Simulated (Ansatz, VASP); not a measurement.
GeW: VASP beside Ansatz

```
Ge W
1.0
     3.63732    0.00000    0.00000
     0.00000    3.63732    0.00000
     0.00000    0.00000    2.72047
Ge W
1 1
Direct
  0.50000 0.50000 0.50000
  0.00000 0.00000 0.50000
```

Alike in both runs: functional PBE; k mesh 5 × 5 × 7; occupations gaussian, width 0.2 eV; no spin polarisation.

Ansatz relaxed the structure, and its values are those at the end. VASP's run is a single point on that final structure, the one shown.

|  | VASP | Ansatz |
| --- | --- | --- |
| version | VASP 6.6.1 | Ansatz 0.2.0 |
| potentials or method | VASP PAW PBE potentials, release 64 (Ge_d, W_sv), cutoff 500 eV | scalar-relativistic, plane waves, PAW |
| valence electrons in the cell | 28 | 28 |

```csv
,VASP,Ansatz,Ansatz less VASP
gap on the k mesh at the Fermi level (eV),none,none,-
pressure (GPa),0.1,0.0,-0.09
```

A gap of «none» marks a metal or a gap that the smearing closes.

Spin-orbit coupling is off throughout.
